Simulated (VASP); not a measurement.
# Ti (Immm) in VASP: notebook

Runs on Ti. Level: PBEsol. Tasks: single point.

Everything below comes from runs of VASP 6.6.1. Logs are shortened: lines on timing, memory, paths and dates and some standing lists are left out, and cuts for length are marked.

**1. The cell of the first run**

Symmetry: Immm, No. 71, orthorhombic system. Conventional cell: a = 2.763 Å, b = 2.979 Å, c = 4.060 Å, α = 90.00°, β = 90.00°, γ = 90.00°. Within 3.6 Å of Ti (site symmetry mmm) lie 12 Ti at 2.76 to 2.98 Å.

**2. Single point, PBEsol (strain +0.0750 x Voigt [0, 0, 0, 0, 0, 1])**

File INCAR:

```
PREC     = Accurate       # precision mode
ENCUT    = 520            # plane-wave cutoff, eV
EDIFF    = 1E-6           # SCF threshold, eV
ISMEAR   = 0              # smearing method
SIGMA    = 0.15           # smearing width, eV
LREAL    = False          # projectors in reciprocal space
LASPH    = True           # aspherical terms in the spheres
NELM     = 100            # most SCF steps
ALGO     = Fast           # electronic algorithm
ISIF     = 2              # what is computed and relaxed
LWAVE    = False          # write WAVECAR
LCHARG   = False          # write CHGCAR
GGA      = PS             # functional
NBANDS   = 12             # bands
```

File KPOINTS:

```
Automatic mesh
0
Gamma
  20 20 20
```

File POSCAR:

```
Ti
1.0
    0.0761250000      2.0300000000      2.0300000000
    2.0300000000      0.0761250000      2.0300000000
    2.1061250000      2.1061250000      0.0000000000
Ti
1
Direct
    0.0000000000      0.0000000000      0.0000000000
```

Potentials or basis: VASP PAW PBE potentials, release 64 (Ti_sv).

On the command line:

```console
$ cat potpaw_PBE.64/Ti_sv/POTCAR > POTCAR
$ mpirun -np 1 vasp_std > vasp.out
```

OUTCAR:

```text
PREC = Accurate
   ENCUT = 520
   EDIFF = 1E-6
   ISMEAR = 0
   LREAL = False
   LASPH = True
   NELM = 100
   ISIF = 2
   GGA = PS

 ion  position               nearest neighbor table
   1  0.000  0.000  0.000-

  LATTYP: Found a body centered orthorhombic cell.
 ALAT       =     2.7631965242
 B/A-ratio  =     1.0779220779
 C/A-ratio  =     1.4693127921

  Lattice vectors:

 A1 = (   2.0300000000,   0.0761250000,  -2.0300000000)
 A2 = (  -2.0300000000,  -0.0761250000,  -2.0300000000)
 A3 = (   0.0761250000,   2.0300000000,   2.0300000000)

Analysis of symmetry for initial positions (statically):
=====================================================================
 Subroutine PRICEL returns:
 Original cell was already a primitive cell.

 Routine SETGRP: Setting up the symmetry group for a
 body centered orthorhombic supercell.

 Subroutine GETGRP returns: Found  8 space group operations
 (whereof  8 operations were pure point group operations)
 out of a pool of  8 trial point group operations.

The static configuration has the point symmetry D_2h.

Analysis of symmetry for dynamics (positions and initial velocities):
=====================================================================
 Subroutine PRICEL returns:
 Original cell was already a primitive cell.

 Routine SETGRP: Setting up the symmetry group for a
 body centered orthorhombic supercell.

 Subroutine GETGRP returns: Found  8 space group operations
 (whereof  8 operations were pure point group operations)
 out of a pool of  8 trial point group operations.

The dynamic configuration has the point symmetry D_2h.

 Subroutine INISYM returns: Found  8 space group operations
 (whereof  8 operations are pure point group operations),
 and found     1 'primitive' translations

----------------------------------------------------------------------------------------

                                     Primitive cell

  volume of cell :      16.7073

  direct lattice vectors                    reciprocal lattice vectors
     0.076125000  2.030000000  2.030000000    -0.255901734  0.255901734  0.246305419
     2.030000000  0.076125000  2.030000000     0.255901734 -0.255901734  0.246305419
     2.106125000  2.106125000  0.000000000     0.237402813  0.237402813 -0.246305419

  length of vectors
     2.871862639  2.871862639  2.978510539     0.437764496  0.437764496  0.416397107

  position of ions in fractional coordinates (direct lattice)
     0.000000000  0.000000000  0.000000000

  ion indices of the primitive-cell ions
   primitive index   ion index
                 1           1

----------------------------------------------------------------------------------------

 KPOINTS: Automatic mesh

Automatic generation of k-mesh.
 Grid dimensions read from file:
 generate k-points for:   20   20   20

 Generating k-lattice:

  Cartesian coordinates                     Fractional coordinates (reciprocal lattice)
    -0.012795087  0.012795087  0.012315271     0.050000000  0.000000000  0.000000000
     0.012795087 -0.012795087  0.012315271     0.000000000  0.050000000  0.000000000
     0.011870141  0.011870141 -0.012315271     0.000000000  0.000000000  0.050000000

  Length of vectors
     0.021888225  0.021888225  0.020819855

  Shift w.r.t. Gamma in fractional coordinates (k-lattice)
     0.000000000  0.000000000  0.000000000

 Subroutine IBZKPT returns following result:
 ===========================================

 Found   1166 irreducible k-points:

 Following reciprocal coordinates:
            Coordinates               Weight
  0.000000  0.000000  0.000000      1.000000
  0.050000  0.000000  0.000000      4.000000
  0.100000  0.000000  0.000000      4.000000
  0.150000 -0.000000  0.000000      4.000000
  0.200000  0.000000  0.000000      4.000000
  0.250000  0.000000  0.000000      4.000000
[... 16 lines left out ...]
 -0.400000  0.050000  0.000000      4.000000
 -0.350000  0.050000  0.000000      4.000000
 [... further k-points ...]
   k-points           NKPTS =   1166   k-points in BZ     NKDIM =   1166   number of bands    NBANDS=     12
   number of dos      NEDOS =    301   number of ions     NIONS =      1
   total plane-waves  NPLWV =  13824
   dimension x,y,z NGX =    24 NGY =   24 NGZ =   24
   dimension x,y,z NGXF=    48 NGYF=   48 NGZF=   48
   ions per type =               1
   NGX,Y,Z   is equivalent  to a cutoff of  13.89, 13.89, 13.40 a.u.
   NGXF,Y,Z  is equivalent  to a cutoff of  27.79, 27.79, 26.79 a.u.
 SYSTEM =  unknown system
   PREC   = accura    normal or accurate (medium, high low for compatibility)
   ISTART =      0    job   : 0-new  1-cont  2-samecut
   ICHARG =      2    charge: 1-file 2-atom 10-const
   ISPIN  =      1    spin polarized calculation?
   LNONCOLLINEAR =      F non collinear calculations
   LSORBIT =      F    spin-orbit coupling
   LASPH  =      T    aspherical Exc in radial PAW
   ENCUT  =  520.0 eV  38.22 Ry    6.18 a.u.   5.34  5.34  5.54*2*pi/ulx,y,z
   NELM   =    100;   NELMIN=  2; NELMDL= -5     # of ELM steps
   EDIFF  = 0.1E-05   stopping-criterion for ELM
   LREAL  =      F    real-space projection
   EDIFFG = 0.1E-04   stopping-criterion for IOM
   NSW    =      0    number of steps for IOM
   IBRION =     -1    ionic relax: 0-MD 1-quasi-New 2-CG
   NFREE  =      0    steps in history (QN), initial steepest desc. (CG)
   ISIF   =      2    stress and relaxation
   ISYM   =      2    0-nonsym 1-usesym 2-fastsym
   POTIM  = 0.5000    time-step for ionic-motion
   TEBEG  =    0.0;   TEEND  =   0.0 temperature during run
   PSTRESS=    0.0 pullay stress
   NELECT =      12.0000    total number of electrons
   NUPDOWN=      -1.0000    fix difference up-down
   EMIN   =  10.00;   EMAX   =-10.00  energy-range for DOS
   EFERMI =   0.00;   METHOD = LEGACY
   ISMEAR =     0;   SIGMA  =   0.15  broadening in eV -4-tet -1-fermi 0-gaus
   EFERMI_NEDOS =   21; number of points for ismear=-14 and -15
   IALGO  =     68    algorithm
   IMIX   =      4    mixing-type and parameters
     AMIX     =   0.40;   BMIX     =  1.00
     AMIX_MAG =   1.60;   BMIX_MAG =  1.00
  volume/ion in A,a.u.               =      16.71       112.75
  Fermi-wavevector in a.u.,A,eV,Ry     =   1.466109  2.770544 29.245391  2.149476
  Thomas-Fermi vector in A             =   2.581886
   LORBIT       =      0    0 simple, 1 ext, 2 COOP (PROOUT), +10 PAW based schemes
   GGA     = PS    functional components
   LHFCALC =     F    Hartree Fock is set to
   AEXX    =    0.0000 exact exchange contribution
   IVDW    =     0    specifies the selected vdW correction
   LEPSILON=     F    determine dielectric tensor
   LRPA    =     F    only Hartree local field effects (RPA)
 non-spin polarized calculation
 RMM-DIIS sequential band-by-band and
 Gauss-broadening in eV      SIGMA  =   0.15
  energy-cutoff  :      520.00
  volume of cell :       16.71
 maximum number of plane-waves:       467
 NGX is ok and might be reduce to    24
   NGX = 11   NGY = 11   NGZ = 11

 number of electron      11.9999997 magnetization

 Free energy of the ion-electron system (eV)
  ---------------------------------------------------
  ext. energy  EPLUGINS =         0.00000000
  ---------------------------------------------------
  free energy    TOTEN  =        -8.27548177 eV

  energy without entropy =       -8.25712486  energy(sigma->0) =       -8.26630332

 E-fermi :   8.5156     XC(G=0): -11.8196

 val. band max:        8.5145299421   @ k =  -0.3500   0.3000   0.0000
 cond. band min:       8.5159090787   @ k =   0.5000   0.1500   0.0500
 fundamental gap:      0.0013791366
 Fermi energy:         8.5155870643

 k-point     1 :       0.0000    0.0000    0.0000
  band No.  band energies     occupation
      1     -47.9016      2.00000
      2     -23.8497      2.00000
      3     -23.8093      2.00000
      4     -23.7452      2.00000
      5       2.3271      2.00000
      6       9.0206      0.00000
      7       9.3116      0.00000
      8       9.8275      0.00000
      9      11.1644      0.00000
     10      11.1725      0.00000
     11      23.8955      0.00000
     12      27.5630      0.00000

 k-point     2 :       0.0500    0.0000    0.0000
  band No.  band energies     occupation
      1     -47.8974      2.00000
      2     -23.8520      2.00000
      3     -23.8179      2.00000
      4     -23.7617      2.00000
      5       2.4163      2.00000
      6       9.0562      0.00000
      7       9.3303      0.00000
      8       9.7924      0.00000
      9      11.1307      0.00000
     10      11.1430      0.00000
     11      23.9985      0.00000
     12      27.6481      0.00000

 k-point     3 :       0.1000    0.0000    0.0000
  band No.  band energies     occupation
      1     -47.8855      2.00000
      2     -23.8588      2.00000
      3     -23.8588      2.00000
      4     -23.7933      2.00000
      5       2.6783      2.00000
      6       9.1533      0.00000
      7       9.3207      0.00000
      8       9.7591      0.00000
      9      11.0441      0.00000
     10      11.0660      0.00000
     11      24.2625      0.00000
     12      27.0300      0.00000
[... 286 lines left out ...]
 k-point    23 :      -0.4000    0.0500    0.0000
  band No.  band energies     occupation
      1     -47.7395      2.00000
      2     -24.5604      2.00000
      3     -23.9344      2.00000
      4     -23.9342      2.00000
      5       5.8276      2.00000
      6       8.9995      0.00001
      7       9.0844      0.00000
      8       9.5544      0.00000
      9      11.8433      0.00000
     10      12.5529      0.00000
     11      18.2673      0.00000
     12      23.2588      0.00000

 k-point    24 :      -0.3500    0.0500    0.0000
  band No.  band energies     occupation
      1     -47.7557      2.00000
      2     -24.4854      2.00000
      3     -23.9227      2.00000
      4     -23.9217      2.00000
      5       5.5845      2.00000
      6       8.7643      0.01903
      7       9.1095      0.00000
      8       9.6528      0.00000
      9      11.5210      0.00000
     10      12.2699      0.00000
     11      19.3170      0.00000
     12      23.6556      0.00000

 [... further k-points ...]
[... 5 lines left out ...]
  --------------------------------------------------------------------------------------
  -------------------------------------------------------------------------------------
  Total       -0.0248411     -0.0248411     -0.0609810     -0.4496354      0.0000000      0.0000000
  in kB       -2.3821781     -2.3821781     -5.8478725    -43.1185456      0.0000000      0.0000000
  external PRESSURE =      -3.5374095 kB  Pullay stress =       0.0000000 kB

 VOLUME and BASIS-vectors are now :
 -----------------------------------------------------------------------------
  energy-cutoff  :      520.00
  volume of cell :       16.71
      direct lattice vectors                 reciprocal lattice vectors
     0.076125000  2.030000000  2.030000000    -0.255901734  0.255901734  0.246305419
     2.030000000  0.076125000  2.030000000     0.255901734 -0.255901734  0.246305419
     2.106125000  2.106125000  0.000000000     0.237402813  0.237402813 -0.246305419

 POSITION                                       TOTAL-FORCE (eV/Angst)
 -----------------------------------------------------------------------------------
      0.00000      0.00000      0.00000         0.000000      0.000000      0.000000
 -----------------------------------------------------------------------------------
    total drift:                               -0.000000      0.000000      0.000000

  FREE ENERGIE OF THE ION-ELECTRON SYSTEM (eV)
  ---------------------------------------------------
  free  energy   TOTEN  =        -8.2754817676 eV

  energy  without entropy=       -8.2571248643  energy(sigma->0) =       -8.26630332
```

Run time: 4.7 min. Hardware: 1 thread of Intel Xeon Platinum 8488C (Sapphire Rapids), shared host; peak memory 0.33 GiB.

What came out:

| Item | Value |
| --- | --- |
| Free energy | -8.2755 eV |
| Pressure | -0.4 GPa |
| Band gap on the k mesh | zero (band 6 reaches 9.23 eV, above the bottom of band 7 at 8.06 eV) |

Caveat: the cell differs from its parent crystal (strain +0.0750 x Voigt [0, 0, 0, 0, 0, 1]); the PAW data sets were made with another functional, which shifts forces and pressure a little.

**3. Single point, PBEsol (strain -0.0500 x Voigt [0, 0, 0, 0, 0, 1])**

File INCAR:

```
ALGO = Fast ; EDIFF = 1E-6
ENCUT = 520 ; GGA = PS
ISIF = 2 ; ISMEAR = 0
LASPH = T ; LCHARG = F
LREAL = F ; LWAVE = F
NBANDS = 12 ; NELM = 80
PREC = Accurate ; SIGMA = 0.15
```

File KPOINTS:

```
k-points
0
Gamma
  20 20 20
```

File POSCAR:

```
Ti
1.0
   -0.0507500000      2.0300000000      2.0300000000
    2.0300000000     -0.0507500000      2.0300000000
    1.9792500000      1.9792500000      0.0000000000
Ti
1
Direct
    0.0000000000      0.0000000000      0.0000000000
```

Potentials or basis: VASP PAW PBE potentials, release 64 (Ti_sv).

On the command line:

```console
$ cat potpaw_PBE.64/Ti_sv/POTCAR > POTCAR
$ mpirun -np 1 vasp_std > vasp.out
```

It took 4.5 min on 1 thread of Intel Xeon Platinum 8488C (Sapphire Rapids), shared host; peak memory 0.34 GiB.

The run converged. Its results:

```yaml
Free_energy: -8.2850 eV
Pressure: -0.5 GPa
Band_gap_on_the_k_mesh: zero (band 6 reaches 9.27 eV, above the bottom of band 7 at 8.08 eV)
```

Stress tensor (GPa, compression positive):
```
-0.43  2.95  0.00
 2.95 -0.43  0.00
 0.00  0.00 -0.58
```

Levels at points of the mesh, in eV from the Fermi level:
| k point | band 4 | band 5 | band 6 | band 7 | band 8 | band 9 |
| --- | --- | --- | --- | --- | --- | --- |
| (0.00, 0.00, 0.00) | -32.28 | -6.19 | 0.63 | 0.85 | 1.17 | 2.63 |
| (0.50, 0.00, 0.00) | -32.38 | -2.71 | 0.52 | 0.60 | 1.04 | 3.59 |
| (0.50, 0.50, 0.00) | -32.53 | -2.72 | -1.83 | 3.01 | 3.75 | 4.06 |
| (0.00, 0.00, 0.50) | -32.44 | -2.66 | 0.50 | 0.92 | 0.98 | 3.68 |
| (0.50, 0.00, 0.50) | -32.59 | -2.72 | -1.82 | 3.03 | 3.68 | 4.04 |

Caveat: the cell differs from its parent crystal (strain -0.0500 x Voigt [0, 0, 0, 0, 0, 1]); the PAW data sets were made with another functional, which shifts forces and pressure a little.
